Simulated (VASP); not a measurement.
# Tl (I4/mmm) in VASP: a series of runs, part 2 of 2

VASP 6.6.1. The steps go on from the part before.

### 4 Single point, LDA (strain -0.050 along x and y, +0.025 along z)

INCAR reads:

```
SYSTEM = Tl
PREC     = Accurate       ! precision mode
ENCUT    = 520            ! plane-wave cutoff, eV
EDIFF    = 1E-6           ! SCF threshold, eV
ISMEAR   = 0              ! smearing method
SIGMA    = 0.15           ! smearing width, eV
LREAL    = .False.        ! projectors in reciprocal space
LASPH    = .True.         ! aspherical terms in the spheres
NELM     = 100            ! most SCF steps
ALGO     = Normal         ! electronic algorithm
ISIF     = 2              ! what is computed and relaxed
LWAVE    = .False.        ! write WAVECAR
LCHARG   = .False.        ! write CHGCAR
GGA      = CA             ! functional
NBANDS   = 12             ! bands
```

KPOINTS reads:

```
Automatic mesh
0
Gamma
  16 16 16
  0 0 0
```

POSCAR reads:

```
Tl
1.0
    0.0000000000      2.3430241714      2.5279997638
    2.3430241714      0.0000000000      2.5279997638
    2.3430241714      2.3430241714      0.0000000000
Tl
1
Direct
    0.0000000000      0.0000000000      0.0000000000
```

Potentials or basis: VASP PAW LDA potentials, release 64 (Tl_d).

Started as:

```sh
$ cat potpaw_LDA.64/Tl_d/POTCAR > POTCAR
$ mpirun -np 1 vasp_std > vasp.out
```

OUTCAR:

```text
SYSTEM = Tl
   PREC = Accurate
   ENCUT = 520
   EDIFF = 1E-6
   ISMEAR = 0
   LREAL = .False.
   LASPH = .True.
   NELM = 100
   ISIF = 2
   GGA = CA

 ion  position               nearest neighbor table
   1  0.000  0.000  0.000-

  LATTYP: Found a body centered tetragonal cell.
 ALAT       =     3.3135365602
 C/A-ratio  =     1.5258620015

  Lattice vectors:

 A1 = (  -2.3430241714,   0.0000000000,   2.5279997638)
 A2 = (   2.3430241714,   0.0000000000,   2.5279997638)
 A3 = (   0.0000000000,   2.3430241714,  -2.5279997638)
[... 540 lines left out ...]

 [... further k-points ...]

------------------------ aborting loop because EDIFF is reached ----------------------------------------

  FORCE on cell =-STRESS in cart. coord.  units (eV):
  Direction    XX          YY          ZZ          XY          YZ          ZX
  --------------------------------------------------------------------------------------
  -------------------------------------------------------------------------------------
  Total       -0.1571932     -0.1571932     -0.1735285      0.0000000     -0.0000000      0.0000000
  in kB       -9.0736869     -9.0736869    -10.0166132      0.0000000     -0.0000000      0.0000000
  external PRESSURE =      -9.3879956 kB  Pullay stress =       0.0000000 kB

 VOLUME and BASIS-vectors are now :
 -----------------------------------------------------------------------------
  energy-cutoff  :      520.00
  volume of cell :       27.76
      direct lattice vectors                 reciprocal lattice vectors
     0.000000000  2.343024171  2.527999764    -0.213399420  0.213399420  0.197784829
     2.343024171  0.000000000  2.527999764     0.213399420 -0.213399420  0.197784829
     2.343024171  2.343024171  0.000000000     0.213399420  0.213399420 -0.197784829

 POSITION                                       TOTAL-FORCE (eV/Angst)
 -----------------------------------------------------------------------------------
      0.00000      0.00000      0.00000        -0.000000      0.000000      0.000000
 -----------------------------------------------------------------------------------
    total drift:                               -0.000000     -0.000000     -0.000000

  FREE ENERGIE OF THE ION-ELECTRON SYSTEM (eV)
  ---------------------------------------------------
  free  energy   TOTEN  =        -2.9249208908 eV

  energy  without entropy=       -2.9197449828  energy(sigma->0) =       -2.92233294
```

OSZICAR:

```text
N       E                     dE             d eps       ncg     rms          rms(c)
DAV:   1     0.508592211231E+02    0.50859E+02   -0.67626E+03  8976   0.946E+02
DAV:   2    -0.235447596238E+01   -0.53214E+02   -0.52133E+02  9472   0.215E+02
DAV:   3    -0.295820454315E+01   -0.60373E+00   -0.60332E+00 10088   0.208E+01
DAV:   4    -0.296082356744E+01   -0.26190E-02   -0.26189E-02  9864   0.159E+00
DAV:   5    -0.296085336602E+01   -0.29799E-04   -0.29798E-04 10192   0.165E-01    0.244E+00
DAV:   6    -0.293102020918E+01    0.29833E-01   -0.46541E-02  9392   0.205E+00    0.170E+00
DAV:   7    -0.292540786204E+01    0.56123E-02   -0.14418E-02  9632   0.111E+00    0.686E-01
DAV:   8    -0.292492011041E+01    0.48775E-03   -0.62301E-04  9880   0.255E-01    0.337E-02
DAV:   9    -0.292492114397E+01   -0.10336E-05   -0.31010E-06 10004   0.204E-02    0.565E-03
DAV:  10    -0.292492089081E+01    0.25315E-06   -0.34257E-07  6240   0.652E-03
   1 F= -.29249209E+01 E0= -.29223329E+01  d E =-.517591E-02
```

stdout:

```text
POSCAR found type information on POSCAR Tl
 POSCAR found :  1 types and       1 ions
 scaLAPACK will be used
 LDA part: xc-table for (Slater(with rela. corr.)+CA(PZ))
 , standard interpolation
 POSCAR, INCAR and KPOINTS ok, starting setup
 FFT: planning ... GRIDC
 FFT: planning ... GRID_SOFT
 FFT: planning ... GRID
 WAVECAR not read
 entering main loop
```

Run time: 91 s. Hardware: 1 thread of AMD EPYC 7R43 (Zen 3), shared host; peak memory 0.19 GiB.

What came out:

- Free energy: -2.9249 eV
- Pressure: -0.9 GPa

Levels at points of the mesh, in eV from the Fermi level:
| k point | band 4 | band 5 | band 6 | band 7 | band 8 | band 9 |
| --- | --- | --- | --- | --- | --- | --- |
| (0.00, 0.00, 0.00) | -11.31 | -11.13 | -10.19 | 10.53 | 10.53 | 10.72 |
| (0.50, 0.00, 0.00) | -10.98 | -10.91 | -5.23 | -2.96 | 7.52 | 9.18 |
| (0.50, 0.50, 0.00) | -10.89 | -10.89 | -4.18 | -2.31 | 4.84 | 4.84 |
| (0.50, 0.00, 0.50) | -10.94 | -10.80 | -3.09 | -1.60 | 3.64 | 4.07 |

Caveat: the cell differs from its parent crystal (strain -0.050 along x and y, +0.025 along z); spin-orbit coupling is left out, which moves the levels of the heavy elements.

### 5 Single point, LDA (strain -0.050 along x and y, +0.050 along z)

INCAR reads:

```
SYSTEM = Tl
PREC = Accurate ; ENCUT = 520
EDIFF = 1E-7 ; ISMEAR = 0
SIGMA = 0.15 ; LREAL = .FALSE.
LASPH = .TRUE. ; NELM = 80
ALGO = Normal ; ISIF = 2
LWAVE = .FALSE. ; LCHARG = .FALSE.
GGA = CA ; NBANDS = 12
```

KPOINTS reads:

```
Automatic mesh
0
G
  16 16 16
  0 0 0
```

POSCAR reads:

```
Tl
1.0
    0.0000000000      2.3430241714      2.5896582946
    2.3430241714      0.0000000000      2.5896582946
    2.3430241714      2.3430241714      0.0000000000
Tl
1
Direct
    0.0000000000      0.0000000000      0.0000000000
```

Potentials or basis: VASP PAW LDA potentials, release 64 (Tl_d).

Started as:

```sh
$ cat potpaw_LDA.64/Tl_d/POTCAR > POTCAR
$ mpirun -np 1 vasp_std > vasp.out
```

OUTCAR:

```text
SYSTEM = Tl
   PREC = Accurate
   ENCUT = 520
   EDIFF = 1E-7
   ISMEAR = 0
   LREAL = .FALSE.
   LASPH = .TRUE.
   NELM = 80
   ISIF = 2
   GGA = CA

 ion  position               nearest neighbor table
   1  0.000  0.000  0.000-

  LATTYP: Found a body centered tetragonal cell.
 ALAT       =     3.3135365602
 C/A-ratio  =     1.5630781478

  Lattice vectors:

 A1 = (  -2.3430241714,   0.0000000000,   2.5896582946)
 A2 = (   2.3430241714,   0.0000000000,   2.5896582946)
 A3 = (   0.0000000000,   2.3430241714,  -2.5896582946)

Analysis of symmetry for initial positions (statically):
=====================================================================
 Subroutine PRICEL returns:
 Original cell was already a primitive cell.

 Routine SETGRP: Setting up the symmetry group for a
 body centered tetragonal supercell.

 Subroutine GETGRP returns: Found 16 space group operations
 (whereof 16 operations were pure point group operations)
 out of a pool of 16 trial point group operations.

The static configuration has the point symmetry D_4h.

Analysis of symmetry for dynamics (positions and initial velocities):
=====================================================================
 Subroutine PRICEL returns:
 Original cell was already a primitive cell.

 Routine SETGRP: Setting up the symmetry group for a
 body centered tetragonal supercell.

 Subroutine GETGRP returns: Found 16 space group operations
 (whereof 16 operations were pure point group operations)
 out of a pool of 16 trial point group operations.

The dynamic configuration has the point symmetry D_4h.

 Subroutine INISYM returns: Found 16 space group operations
 (whereof 16 operations are pure point group operations),
 and found     1 'primitive' translations

----------------------------------------------------------------------------------------

                                     Primitive cell

  volume of cell :      28.4332

[... 112 lines left out ...]
   LHFCALC =     F    Hartree Fock is set to
   AEXX    =    0.0000 exact exchange contribution
   IVDW    =     0    specifies the selected vdW correction
   LEPSILON=     F    determine dielectric tensor
   LRPA    =     F    only Hartree local field effects (RPA)
 non-spin polarized calculation
 Gauss-broadening in eV      SIGMA  =   0.15
  energy-cutoff  :      520.00
  volume of cell :       28.43
 maximum number of plane-waves:       782
 NGX is ok and might be reduce to    28
   NGX = 13   NGY = 13   NGZ = 13

 number of electron      13.0000001 magnetization

 Free energy of the ion-electron system (eV)
  ---------------------------------------------------
  ext. energy  EPLUGINS =         0.00000000
  ---------------------------------------------------
  free energy    TOTEN  =        -2.91865205 eV

  energy without entropy =       -2.91328947  energy(sigma->0) =       -2.91597076

 E-fermi :   6.2752     XC(G=0): -10.5321

 val. band max:        6.2711037162   @ k =   0.3750   0.0000   0.0625
 cond. band min:       6.2904971697   @ k =  -0.3125   0.1875   0.4375
 fundamental gap:      0.0193934535
 Fermi energy:         6.2752401210

 k-point     1 :       0.0000    0.0000    0.0000
  band No.  band energies     occupation
      1      -5.3780      2.00000
      2      -5.1369      2.00000
      3      -5.1369      2.00000
      4      -5.0528      2.00000
      5      -4.8315      2.00000
      6      -3.7596      2.00000
      7      16.5838      0.00000
      8      16.5838      0.00000
      9      16.8045      0.00000
     10      17.4399      0.00000
     11      20.2049      0.00000
     12      20.9638      0.00000
[... 331 lines left out ...]
 k-point    24 :      -0.0625    0.0625    0.0000
  band No.  band energies     occupation
      1      -5.3312      2.00000
      2      -5.1615      2.00000
      3      -5.1149      2.00000
      4      -5.0293      2.00000
      5      -4.8583      2.00000
      6      -3.5189      2.00000
      7      14.5435      0.00000
      8      15.4287      0.00000
      9      16.8401      0.00000
     10      17.5874      0.00000
     11      20.5088      0.00000
     12      21.1528      0.00000

 [... further k-points ...]

------------------------ aborting loop because EDIFF is reached ----------------------------------------

  FORCE on cell =-STRESS in cart. coord.  units (eV):
  Direction    XX          YY          ZZ          XY          YZ          ZX
  --------------------------------------------------------------------------------------
  -------------------------------------------------------------------------------------
  Total       -0.2883291     -0.2883291     -0.3772320      0.0000000      0.0000000      0.0000000
  in kB      -16.2469937    -16.2469937    -21.2565658      0.0000000      0.0000000      0.0000000
  external PRESSURE =     -17.9168511 kB  Pullay stress =       0.0000000 kB

 VOLUME and BASIS-vectors are now :
 -----------------------------------------------------------------------------
  energy-cutoff  :      520.00
  volume of cell :       28.43
      direct lattice vectors                 reciprocal lattice vectors
     0.000000000  2.343024171  2.589658295    -0.213399420  0.213399420  0.193075666
     2.343024171  0.000000000  2.589658295     0.213399420 -0.213399420  0.193075666
     2.343024171  2.343024171  0.000000000     0.213399420  0.213399420 -0.193075666

 POSITION                                       TOTAL-FORCE (eV/Angst)
 -----------------------------------------------------------------------------------
      0.00000      0.00000      0.00000         0.000000     -0.000000      0.000000
 -----------------------------------------------------------------------------------
    total drift:                               -0.000000     -0.000000     -0.000000

  FREE ENERGIE OF THE ION-ELECTRON SYSTEM (eV)
  ---------------------------------------------------
  free  energy   TOTEN  =        -2.9186520536 eV

  energy  without entropy=       -2.9132894726  energy(sigma->0) =       -2.91597076
```

OSZICAR:

```text
N       E                     dE             d eps       ncg     rms          rms(c)
DAV:   1     0.500858718960E+02    0.50086E+02   -0.66854E+03  8960   0.942E+02
DAV:   2    -0.236769763620E+01   -0.52454E+02   -0.51425E+02  9532   0.213E+02
DAV:   3    -0.295009866684E+01   -0.58240E+00   -0.58190E+00 10160   0.206E+01
DAV:   4    -0.295274385117E+01   -0.26452E-02   -0.26451E-02  9796   0.160E+00
DAV:   5    -0.295277528165E+01   -0.31430E-04   -0.31431E-04 10196   0.168E-01    0.226E+00
DAV:   6    -0.292440037446E+01    0.28375E-01   -0.44523E-02  9480   0.198E+00    0.159E+00
DAV:   7    -0.291911129698E+01    0.52891E-02   -0.13498E-02  9580   0.106E+00    0.659E-01
DAV:   8    -0.291865127136E+01    0.46003E-03   -0.55145E-04  9896   0.239E-01    0.324E-02
DAV:   9    -0.291865226348E+01   -0.99213E-06   -0.29261E-06  9980   0.196E-02    0.544E-03
DAV:  10    -0.291865205523E+01    0.20825E-06   -0.37741E-07 10080   0.665E-03    0.415E-04
DAV:  11    -0.291865205359E+01    0.16382E-08   -0.94570E-09  5688   0.858E-04
   1 F= -.29186521E+01 E0= -.29159708E+01  d E =-.536258E-02
```

Wall time 1.7 min (1 thread of AMD EPYC 7R43 (Zen 3), shared host); peak memory 0.19 GiB.

Results:

```
Free energy : -2.9187 eV
Pressure    : -1.8 GPa
```

Caveat: the cell differs from its parent crystal (strain -0.050 along x and y, +0.050 along z); spin-orbit coupling is left out, which moves the levels of the heavy elements.

### 6 Overview

| cell | gap on the mesh (eV) | pressure (GPa) |
| --- | --- | --- |
| a = 3.534, b = 3.534, c = 3.662 Å, angles 58.8, 58.8, 62.4°, 1 atom | none | -4.7 |
| a = 3.576, b = 3.576, c = 3.662 Å, angles 59.2, 59.2, 61.6°, 1 atom | none | -5.1 |
| a = 3.447, b = 3.447, c = 3.314 Å, angles 61.3, 61.3, 57.5°, 1 atom | none | -0.9 |
| a = 3.492, b = 3.492, c = 3.314 Å, angles 61.7, 61.7, 56.6°, 1 atom | none | -1.8 |

Alike in all rows: task single point; level LDA; potentials or basis VASP PAW LDA potentials, release 64 (Tl_d); no spin polarisation; k mesh 16 × 16 × 16; cutoff (eV) 520; smearing gaussian 0.15 eV.

Caveats: spin-orbit coupling is left out, which moves the levels of the heavy elements.

Total energies depend on the potentials used, so only differences within one code and one set of settings carry meaning.
